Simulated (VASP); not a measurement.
# Sr12HO in VASP: single point with PBE+D3(BJ)

Aim: the single point of Sr12HO with PBE+D3(BJ).

Everything below comes from runs of VASP 6.6.1. Logs are shortened: lines on timing, memory, paths and dates and some standing lists are left out, and cuts for length are marked.

### 1 The cell of the first run

The cell holds a slab with vacuum, 14 atoms: a = 8.598 Å, b = 8.598 Å, c = 18.021 Å, α = 90.00°, β = 90.00°, γ = 60.00°.

### 2 Single point, PBE+D3(BJ)

Input file INCAR:

```
ALGO = Normal
EDIFF = 1E-6
ENCUT = 520
GGA = PE
GGA_COMPAT = F
ISIF = 2
ISMEAR = 0
IVDW = 12
LASPH = T
LCHARG = T
LELF = T
LREAL = F
LVHAR = T
LWAVE = F
NBANDS = 76
NELM = 120
NELMDL = -8
PREC = Accurate
SIGMA = 0.15
```

Input file KPOINTS:

```
k-points
0
Gamma
  3 3 1
```

Input file POSCAR:

```
Sr12HO
1.0
    8.5984180000      0.0000000000      0.0000000000
    4.2992090000      7.4464490000      0.0000000000
    0.0000000000      0.0000000000     18.0205790000
Sr O H
12 1 1
Direct
    0.1666667136      0.1666666890      0.0554921127
    0.6666667136      0.1666666890      0.0554921127
    0.1666666219      0.6666667562      0.0554921127
    0.6666666219      0.6666667562      0.0554921127
   -0.1661745532      0.3330997097      0.2415957334
    0.3329395837      0.3328280366      0.2416436231
   -0.1668888535      0.8334219438      0.2359221643
    0.3329029903      0.8342341430      0.2416329131
   -0.0079453682     -0.0092683103      0.4289382711
    0.5186149321     -0.0093005404      0.4288965410
   -0.0078999780      0.5171663702      0.4289418226
    0.5005846136      0.4997091902      0.4216511023
   -0.1657090908      0.8328366984      0.4787436630
   -0.1657007806      0.8328749717      0.5329923084
```

Potentials or basis: VASP PAW PBE potentials, release 64 (Sr_sv, O, H).

Launch:

```
$ cat potpaw_PBE.64/Sr_sv/POTCAR potpaw_PBE.64/O/POTCAR potpaw_PBE.64/H/POTCAR > POTCAR
$ mpirun -np 1 vasp_std > vasp.out
```

OUTCAR:

```text
EDIFF = 1E-6
   ENCUT = 520
   GGA = PE
   ISIF = 2
   ISMEAR = 0
   IVDW = 12
   LASPH = T
   LREAL = F
   NELM = 120
   NELMDL = -8
   PREC = Accurate
 IVDW          = 12

 ion  position               nearest neighbor table
   1  0.167  0.167  0.055-   8 4.17   6 4.17   5 4.17   4 4.30   2 4.30   2 4.30   3 4.30   3 4.30
                             4 4.30
   2  0.667  0.167  0.055-   7 4.09   5 4.17   6 4.17   3 4.30   1 4.30   1 4.30   4 4.30   4 4.30
                             3 4.30
   3  0.167  0.667  0.055-   7 4.09   8 4.17   6 4.18   2 4.30   4 4.30   4 4.30   1 4.30   1 4.30
                             2 4.30
   4  0.667  0.667  0.055-   7 4.09   5 4.17   8 4.17   1 4.30   3 4.30   3 4.30   2 4.30   2 4.30
                             1 4.30
   5  0.834  0.333  0.242-  12 4.08   1 4.17   4 4.17   2 4.17  11 4.23   9 4.23   8 4.29   6 4.29
                             7 4.30   7 4.30   6 4.31   8 4.31
   6  0.333  0.333  0.242-  12 4.09   1 4.17   2 4.17   3 4.18  11 4.22  10 4.23   8 4.29   5 4.29
                             7 4.30   7 4.30   5 4.31   8 4.31
   7  0.833  0.833  0.236-   4 4.09   2 4.09   3 4.09  10 4.19   9 4.20  11 4.20   6 4.30   8 4.30
                             5 4.30   5 4.30   8 4.30   6 4.30
   8  0.333  0.834  0.242-  12 4.09   1 4.17   4 4.17   3 4.17   9 4.22  10 4.23   6 4.29   5 4.29
                             7 4.30   7 4.30   5 4.31   6 4.31
   9  0.992  0.991  0.429-  13 2.52  14 3.01  10 4.07  11 4.07   7 4.20   8 4.22   5 4.23  12 4.30
                            12 4.31  11 4.53  10 4.53
  10  0.519  0.991  0.429-  13 2.52  14 3.01   9 4.07  11 4.07   7 4.19   6 4.23   8 4.23  12 4.30
                            12 4.30  11 4.53   9 4.53
  11  0.992  0.517  0.429-  13 2.52  14 3.01  10 4.07   9 4.07   7 4.20   6 4.22   5 4.23  12 4.30
                            12 4.31   9 4.53  10 4.53
  12  0.501  0.500  0.422-   5 4.08   6 4.09   8 4.09  11 4.30   9 4.30  10 4.30  10 4.30   9 4.31
                            11 4.31
  13  0.834  0.833  0.479-  14 0.98   9 2.52  11 2.52  10 2.52
  14  0.834  0.833  0.533-  13 0.98   9 3.01  11 3.01  10 3.01

  LATTYP: Found a hexagonal cell.
 ALAT       =     8.5984185020
 C/A-ratio  =     2.0958015705

  Lattice vectors:

 A1 = (  -4.2992090000,  -7.4464490000,   0.0000000000)
 A2 = (   8.5984180000,   0.0000000000,   0.0000000000)
 A3 = (   0.0000000000,   0.0000000000,  18.0205790000)

Analysis of symmetry for initial positions (statically):
=====================================================================
 Subroutine PRICEL returns:
 Original cell was already a primitive cell.

 Routine SETGRP: Setting up the symmetry group for a
 hexagonal supercell.

 Subroutine GETGRP returns: Found  1 space group operations
 (whereof  1 operations were pure point group operations)
 out of a pool of 24 trial point group operations.

The static configuration has the point symmetry C_1 .

Analysis of symmetry for dynamics (positions and initial velocities):
=====================================================================
 Subroutine PRICEL returns:
 Original cell was already a primitive cell.

 Routine SETGRP: Setting up the symmetry group for a
 hexagonal supercell.

 Subroutine GETGRP returns: Found  1 space group operations
 (whereof  1 operations were pure point group operations)
 out of a pool of 24 trial point group operations.

The dynamic configuration has the point symmetry C_1 .

 Subroutine INISYM returns: Found  1 space group operations
 (whereof  1 operations are pure point group operations),
 and found     1 'primitive' translations

----------------------------------------------------------------------------------------

                                     Primitive cell

  volume of cell :    1153.8159

  direct lattice vectors                    reciprocal lattice vectors
     8.598418000  0.000000000  0.000000000     0.116300464 -0.067146099  0.000000000
     4.299209000  7.446449000  0.000000000     0.000000000  0.134292198  0.000000000
     0.000000000  0.000000000 18.020579000     0.000000000  0.000000000  0.055492113

  length of vectors
     8.598418000  8.598418502 18.020579000     0.134292205  0.134292198  0.055492113

  position of ions in fractional coordinates (direct lattice)
     0.166666714  0.166666689  0.055492113
     0.666666714  0.166666689  0.055492113
[... 41 lines left out ...]
     0.038766821 -0.022382033  0.000000000     0.333333333  0.000000000  0.000000000
     0.000000000  0.044764066  0.000000000     0.000000000  0.333333333  0.000000000
     0.000000000  0.000000000  0.055492113     0.000000000  0.000000000  1.000000000

  Length of vectors
     0.044764068  0.044764066  0.055492113

  Shift w.r.t. Gamma in fractional coordinates (k-lattice)
     0.000000000  0.000000000  0.000000000

 Subroutine IBZKPT returns following result:
 ===========================================

 Found      5 irreducible k-points:

 Following reciprocal coordinates:
            Coordinates               Weight
  0.000000  0.000000  0.000000      1.000000
  0.333333  0.000000  0.000000      2.000000
  0.333333  0.333333  0.000000      2.000000
  0.000000  0.333333  0.000000      2.000000
 -0.333333  0.333333  0.000000      2.000000
   k-points           NKPTS =      5   k-points in BZ     NKDIM =      5   number of bands    NBANDS=     76
   number of dos      NEDOS =    301   number of ions     NIONS =     14
   total plane-waves  NPLWV = 573440
   dimension x,y,z NGX =    64 NGY =   64 NGZ =  140
   dimension x,y,z NGXF=   128 NGYF=  128 NGZF=  280
   ions per type =              12   1   1
   NGX,Y,Z   is equivalent  to a cutoff of  12.37, 12.37, 12.92 a.u.
   NGXF,Y,Z  is equivalent  to a cutoff of  24.75, 24.75, 25.83 a.u.
 SYSTEM =  unknown system
   PREC   = accura    normal or accurate (medium, high low for compatibility)
   ISTART =      0    job   : 0-new  1-cont  2-samecut
   ICHARG =      2    charge: 1-file 2-atom 10-const
   ISPIN  =      1    spin polarized calculation?
   LNONCOLLINEAR =      F non collinear calculations
   LSORBIT =      F    spin-orbit coupling
   LASPH  =      T    aspherical Exc in radial PAW
   ENCUT  =  520.0 eV  38.22 Ry    6.18 a.u.  15.99 15.99 33.51*2*pi/ulx,y,z
   NELM   =    120;   NELMIN=  2; NELMDL= -8     # of ELM steps
   EDIFF  = 0.1E-05   stopping-criterion for ELM
   LREAL  =      F    real-space projection
   EDIFFG = 0.1E-04   stopping-criterion for IOM
   NSW    =      0    number of steps for IOM
   IBRION =     -1    ionic relax: 0-MD 1-quasi-New 2-CG
   NFREE  =      0    steps in history (QN), initial steepest desc. (CG)
   ISIF   =      2    stress and relaxation
   ISYM   =      2    0-nonsym 1-usesym 2-fastsym
   POTIM  = 0.5000    time-step for ionic-motion
   TEBEG  =    0.0;   TEEND  =   0.0 temperature during run
   PSTRESS=    0.0 pullay stress
   NELECT =     127.0000    total number of electrons
   NUPDOWN=      -1.0000    fix difference up-down
   EMIN   =  10.00;   EMAX   =-10.00  energy-range for DOS
   EFERMI =   0.00;   METHOD = LEGACY
   ISMEAR =     0;   SIGMA  =   0.15  broadening in eV -4-tet -1-fermi 0-gaus
   EFERMI_NEDOS =   21; number of points for ismear=-14 and -15
   IALGO  =     38    algorithm
   IMIX   =      4    mixing-type and parameters
     AMIX     =   0.40;   BMIX     =  1.00
     AMIX_MAG =   1.60;   BMIX_MAG =  1.00
  volume/ion in A,a.u.               =      82.42       556.17
  Fermi-wavevector in a.u.,A,eV,Ry     =   0.784568  1.482618  8.375024  0.615547
  Thomas-Fermi vector in A             =   1.888727
   LORBIT       =      0    0 simple, 1 ext, 2 COOP (PROOUT), +10 PAW based schemes
   GGA     = PE    functional components
   LHFCALC =     F    Hartree Fock is set to
   AEXX    =    0.0000 exact exchange contribution
   IVDW    =    12    specifies the selected vdW correction
   LEPSILON=     F    determine dielectric tensor
   LRPA    =     F    only Hartree local field effects (RPA)
 non-spin polarized calculation
 Gauss-broadening in eV      SIGMA  =   0.15
  energy-cutoff  :      520.00
  volume of cell :     1153.82
 maximum number of plane-waves:     31194
   NGX = 31   NGY = 31   NGZ = 67

 number of electron     127.0000002 magnetization

 Free energy of the ion-electron system (eV)
  ---------------------------------------------------
  ext. energy  EPLUGINS =         0.00000000
  ---------------------------------------------------
  free energy    TOTEN  =       -30.11365490 eV

  energy without entropy =      -29.94699825  energy(sigma->0) =      -30.03032657

 E-fermi :   0.0569     XC(G=0):  -5.0222

 val. band max:        0.0252968214   @ k =   0.3333   0.3333   0.0000
 cond. band min:       0.2266086652   @ k =   0.0000   0.0000   0.0000
 fundamental gap:      0.2013118438
 Fermi energy:         0.0569385535

 k-point     1 :       0.0000    0.0000    0.0000
  band No.  band energies     occupation
      1     -36.8986      2.00000
      2     -36.8923      2.00000
      3     -36.8911      2.00000
      4     -36.8876      2.00000
      5     -36.8872      2.00000
      6     -36.7156      2.00000
[... 379 lines left out ...]
     74       0.9177      0.00000
     75       0.9297      0.00000
 [bands above 75 left out]

------------------------ aborting loop because EDIFF is reached ----------------------------------------

 Edisp (eV)   -1.85828

 E8    (eV) :    -1.0270

  FORCE on cell =-STRESS in cart. coord.  units (eV):
  Direction    XX          YY          ZZ          XY          YZ          ZX
  --------------------------------------------------------------------------------------
  -------------------------------------------------------------------------------------
  Total      -2.12075    -2.13787    -0.13028    -0.01326     0.00995    -0.01756
  in kB      -2.94485    -2.96863    -0.18090    -0.01842     0.01382    -0.02438
  external pressure =       -2.03 kB  Pullay stress =        0.00 kB

 VOLUME and BASIS-vectors are now :
 -----------------------------------------------------------------------------
  energy-cutoff  :      520.00
  volume of cell :     1153.82
      direct lattice vectors                 reciprocal lattice vectors
     8.598418000  0.000000000  0.000000000     0.116300464 -0.067146099  0.000000000
     4.299209000  7.446449000  0.000000000     0.000000000  0.134292198  0.000000000
     0.000000000  0.000000000 18.020579000     0.000000000  0.000000000  0.055492113

 POSITION                                       TOTAL-FORCE (eV/Angst)
 -----------------------------------------------------------------------------------
      2.14960      1.24107      1.00000        -0.000224      0.000184      0.026575
      6.44881      1.24107      1.00000        -0.000398      0.019353     -0.012022
      4.29921      4.96430      1.00000         0.016686     -0.009737     -0.010618
      8.59842      4.96430      1.00000        -0.017066     -0.009300     -0.012181
      8.60165      2.48041      4.35369         0.003806     -0.002499     -0.000160
      4.29365      2.47839      4.35456         0.000349      0.002088     -0.002170
     10.74649      6.20603      4.25145         0.004011     -0.002059      0.003832
      6.44899      6.21208      4.35436        -0.001406     -0.001356     -0.001713
     12.78946      7.37743      7.72972         0.019777      0.014507     -0.012749
      8.71849      7.37719      7.72896        -0.023070      0.012872     -0.010273
     10.75390      3.85105      7.72978        -0.003073     -0.023748     -0.012399
      6.45259      3.72106      7.59840         0.001405     -0.000672      0.005253
     10.75412      6.20168      8.62724        -0.000348      0.000434     -0.084345
     10.75436      6.20196      9.60483        -0.000448     -0.000066      0.122971
 -----------------------------------------------------------------------------------
    total drift:                               -0.000062      0.000042      0.000225

  FREE ENERGIE OF THE ION-ELECTRON SYSTEM (eV)
  ---------------------------------------------------
  free  energy   TOTEN  =       -31.9719383728 eV

  energy  without entropy=      -31.8052817221  energy(sigma->0) =      -31.88861005
```

Run time: 22 min. Hardware: 1 thread of AMD EPYC 7R43 (Zen 3), shared host; peak memory 1.2 GiB.

Results:

| Property | Result |
| --- | --- |
| Free energy | -31.9719 eV |
| Largest force | 0.123 eV/Å |
| Band gap on the k mesh | zero (an odd number of electrons rules out a gap without spin polarisation) |
| Dispersion energy per atom | -0.133 eV |

Forces in eV/Å, atoms in the order of the input:
```
Sr   0.000  0.000  0.027
Sr   0.000  0.019 -0.012
Sr   0.017 -0.010 -0.011
Sr  -0.017 -0.009 -0.012
Sr   0.004 -0.002  0.000
Sr   0.000  0.002 -0.002
Sr   0.004 -0.002  0.004
Sr  -0.001 -0.001 -0.002
Sr   0.020  0.015 -0.013
Sr  -0.023  0.013 -0.010
Sr  -0.003 -0.024 -0.012
Sr   0.001 -0.001  0.005
O    0.000  0.000 -0.084
H    0.000  0.000  0.123
```

Levels at points of the mesh, in eV from the Fermi level:
| k point | band 62 | band 63 | band 64 | band 65 | band 66 | band 67 |
| --- | --- | --- | --- | --- | --- | --- |
| (0.00, 0.00, 0.00) | -0.52 | -0.52 | -0.43 | 0.17 | 0.17 | 0.18 |

Caveat: there is no dipole correction, which matters where the two faces differ; an odd number of electrons without spin polarisation forces a metal; a magnetic or distorted state may lie lower.

The gap in the log of VASP goes by the Fermi energy; the results here count the filled bands.